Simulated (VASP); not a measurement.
# Al2MoN3 (P6/mmm) in VASP: single point with PBE

Aim: the single point of Al2MoN3 with PBE.

Everything below comes from runs of VASP 6.6.1. Logs are shortened: lines on timing, memory, paths and dates and some standing lists are left out, and cuts for length are marked.

## 1. The cell of the first run

The structure is hexagonal, space group P6/mmm (No. 191). Conventional cell: a = 5.188 Å, b = 5.188 Å, c = 2.637 Å, α = 90.00°, β = 90.00°, γ = 120.00°. Al (site symmetry -6m2) has 6 N at 2.00 Å within 2.6 Å. Within 3.5 Å of Mo (site symmetry 6/mmm) lie 2 Mo at 2.64 Å and 12 N at 2.91 Å and 6 Al at 3.00 Å. N (site symmetry mmm) has 4 Al at 2.00 Å and 4 N at 2.59 Å within 2.6 Å.

## 2. Single point, PBE, collinear spin, ferromagnetic start

File INCAR:

```
PREC = Accurate
ENCUT = 520
EDIFF = 1E-7
ISMEAR = 0
SIGMA = 0.1
LREAL = False
LASPH = True
NELM = 150
ALGO = Normal
ISIF = 2
LWAVE = False
LCHARG = False
ISPIN = 2
MAGMOM = 0 0 1 0 0 0
LORBIT = 11
LMAXMIX = 4
GGA = PE
NBANDS = 30
```

File KPOINTS:

```
Automatic mesh
0
Gamma
  6 6 6
```

File POSCAR:

```
Al2MoN3
1.0
    5.1876794827     -0.0000000028      0.0000000000
   -2.5938397390      4.4926622201      0.0000000000
    0.0000000000      0.0000000000      2.6368127584
Al Mo N
2 1 3
Direct
    0.3333333333      0.6666666667      0.5000000000
    0.6666666667      0.3333333333      0.5000000000
    0.0000000000      0.0000000000      0.5000000000
    0.5000000000      0.5000000000      0.0000000000
    0.5000000000      0.0000000000      0.0000000000
    0.0000000000      0.5000000000      0.0000000000
```

Potentials or basis: VASP PAW PBE potentials, release 64 (Al, Mo_sv, N).

Started as:

```console
cat potpaw_PBE.64/Al/POTCAR potpaw_PBE.64/Mo_sv/POTCAR potpaw_PBE.64/N/POTCAR > POTCAR
mpirun -np 1 vasp_std > vasp.out
```

OUTCAR:

```text
PREC = Accurate
   ENCUT = 520
   EDIFF = 1E-7
   ISMEAR = 0
   LREAL = False
   LASPH = True
   NELM = 150
   ISIF = 2
   ISPIN = 2
   LORBIT = 11
   GGA = PE

 ion  position               nearest neighbor table
   1  0.333  0.667  0.500-   6 2.00   6 2.00   5 2.00   5 2.00   4 2.00   4 2.00   2 3.00   2 3.00
                             3 3.00   3 3.00   3 3.00   2 3.00
   2  0.667  0.333  0.500-   6 2.00   6 2.00   5 2.00   5 2.00   4 2.00   4 2.00   1 3.00   1 3.00
                             3 3.00   3 3.00   3 3.00   1 3.00
   3  0.000  0.000  0.500-   1 3.00   2 3.00   2 3.00   1 3.00   2 3.00   1 3.00
   4  0.500  0.500  0.000-   1 2.00   2 2.00   1 2.00   2 2.00
   5  0.500  0.000  0.000-   1 2.00   2 2.00   1 2.00   2 2.00
   6  0.000  0.500  0.000-   1 2.00   2 2.00   1 2.00   2 2.00

  LATTYP: Found a hexagonal cell.
 ALAT       =     5.1876794827
 C/A-ratio  =     0.5082836685

  Lattice vectors:

 A1 = (   5.1876794827,  -0.0000000028,   0.0000000000)
 A2 = (  -2.5938397390,   4.4926622201,   0.0000000000)
 A3 = (   0.0000000000,   0.0000000000,   2.6368127584)

Analysis of symmetry for initial positions (statically):
=====================================================================
 Subroutine PRICEL returns:
 Original cell was already a primitive cell.

 Routine SETGRP: Setting up the symmetry group for a
 hexagonal supercell.

 Subroutine GETGRP returns: Found 24 space group operations
 (whereof 24 operations were pure point group operations)
 out of a pool of 24 trial point group operations.

The static configuration has the point symmetry D_6h.

Analysis of symmetry for dynamics (positions and initial velocities):
=====================================================================
 Subroutine PRICEL returns:
 Original cell was already a primitive cell.

 Routine SETGRP: Setting up the symmetry group for a
 hexagonal supercell.

 Subroutine GETGRP returns: Found 24 space group operations
 (whereof 24 operations were pure point group operations)
 out of a pool of 24 trial point group operations.

The dynamic configuration has the point symmetry D_6h.

Analysis of structural, dynamic, and magnetic symmetry:
=====================================================================
 Subroutine PRICEL returns:
 Original cell was already a primitive cell.

 Routine SETGRP: Setting up the symmetry group for a
 hexagonal supercell.

 Subroutine GETGRP returns: Found 24 space group operations
 (whereof 24 operations were pure point group operations)
[... 146 lines left out ...]
 NGX is ok and might be reduce to    40
   NGX = 19   NGY = 19   NGZ =  9

 number of electron      34.9999997 magnetization       0.9534535

 Free energy of the ion-electron system (eV)
  ---------------------------------------------------
  ext. energy  EPLUGINS =         0.00000000
  ---------------------------------------------------
  free energy    TOTEN  =       -41.15288920 eV

  energy without entropy =      -41.13833259  energy(sigma->0) =      -41.14561090

 E-fermi :   9.2871     XC(G=0): -12.0848

 val. band max:        9.2870613325   @ k =   0.3333   0.1667   0.5000
 cond. band min:       9.2959208108   @ k =   0.3333   0.1667   0.3333
 fundamental gap:      0.0088594783
 Fermi energy:         9.2871141171

 spin component 1

 k-point     1 :       0.0000    0.0000    0.0000
  band No.  band energies     occupation
      1     -52.5115      1.00000
      2     -26.6700      1.00000
      3     -26.6700      1.00000
      4     -25.8636      1.00000
      5      -7.8450      1.00000
      6      -4.8873      1.00000
[... 757 lines left out ...]
     28      19.7732      0.00000
     29      20.7026      0.00000

 [... further k-points ...]

 spin component 2

 k-point     1 :       0.0000    0.0000    0.0000
  band No.  band energies     occupation
      1     -51.8311      1.00000
      2     -25.7499      1.00000
      3     -25.7499      1.00000
      4     -25.4364      1.00000
      5      -7.9219      1.00000
      6      -5.0012      1.00000
[... 757 lines left out ...]
     28      20.1409      0.00000
     29      20.6562      0.00000

 [... further k-points ...]

 [bands above 29 left out]

------------------------ aborting loop because EDIFF is reached ----------------------------------------

  FORCE on cell =-STRESS in cart. coord.  units (eV):
  Direction    XX          YY          ZZ          XY          YZ          ZX
  --------------------------------------------------------------------------------------
  -------------------------------------------------------------------------------------
  Total       -0.0418528     -0.0418528     -0.0664631      0.0000000      0.0000000      0.0000000
  in kB       -1.0911363     -1.0911363     -1.7327473      0.0000000      0.0000000      0.0000000
  external PRESSURE =      -1.3050067 kB  Pullay stress =       0.0000000 kB

 VOLUME and BASIS-vectors are now :
 -----------------------------------------------------------------------------
  energy-cutoff  :      520.00
  volume of cell :       61.45
      direct lattice vectors                 reciprocal lattice vectors
     5.187679483 -0.000000003  0.000000000     0.192764415  0.111292587  0.000000000
    -2.593839739  4.492662220  0.000000000     0.000000000  0.222585174  0.000000000
     0.000000000  0.000000000  2.636812758     0.000000000  0.000000000  0.379245738

 POSITION                                       TOTAL-FORCE (eV/Angst)
 -----------------------------------------------------------------------------------
      0.00000      2.99511      1.31841        -0.000000     -0.000000      0.000000
      2.59384      1.49755      1.31841         0.000000      0.000000     -0.000000
      0.00000      0.00000      1.31841         0.000000     -0.000000      0.000000
      1.29692      2.24633      0.00000         0.000000     -0.000000      0.000000
      2.59384     -0.00000      0.00000         0.000000     -0.000000      0.000000
     -1.29692      2.24633      0.00000         0.000000     -0.000000      0.000000
 -----------------------------------------------------------------------------------
    total drift:                               -0.000000      0.000000     -0.000000

  FREE ENERGIE OF THE ION-ELECTRON SYSTEM (eV)
  ---------------------------------------------------
  free  energy   TOTEN  =       -41.1528891986 eV

  energy  without entropy=      -41.1383325947  energy(sigma->0) =      -41.14561090

 total charge

# of ion       s       p       d       tot
------------------------------------------
    1        0.318   0.416   0.000   0.733
    2        0.318   0.416   0.000   0.733
    3        2.216   6.053   3.924  12.193
    4        1.286   2.437   0.000   3.723
    5        1.286   2.437   0.000   3.723
    6        1.286   2.437   0.000   3.723
--------------------------------------------------
tot          6.709  14.196   3.924  24.829

 magnetization (x)

# of ion       s       p       d       tot
------------------------------------------
    1        0.000   0.004   0.000   0.004
    2        0.000   0.004   0.000   0.004
    3        0.014   0.015   1.019   1.047
    4        0.001  -0.072   0.000  -0.071
    5        0.001  -0.072   0.000  -0.071
    6        0.001  -0.072   0.000  -0.071
--------------------------------------------------
tot          0.018  -0.193   1.019   0.843
```

stdout:

```text
POSCAR found type information on POSCAR AlMoN
 POSCAR found :  3 types and       6 ions
 scaLAPACK will be used
 LDA part: xc-table for (Slater+PW92), standard interpolation
 POSCAR, INCAR and KPOINTS ok, starting setup
 FFT: planning ... GRIDC
 FFT: planning ... GRID_SOFT
 FFT: planning ... GRID
 WAVECAR not read
 entering main loop
```

Wall time 2.4 min (1 thread of AMD EPYC 7R13 (Zen 3), shared host); peak memory 0.22 GiB.

Results:

| Quantity | Value |
| --- | --- |
| Free energy | -41.1529 eV |
| Pressure | -0.1 GPa |
| Net moment | 0.95 μB per cell |
| Site moments | Al +0.00; Mo +1.05; N -0.07 μB |
| Valence electrons inside the program's atomic spheres | Al 0.73; Mo 12.19; N 3.72 |

Caveat: the k points lie up to 0.40 Å⁻¹ apart.
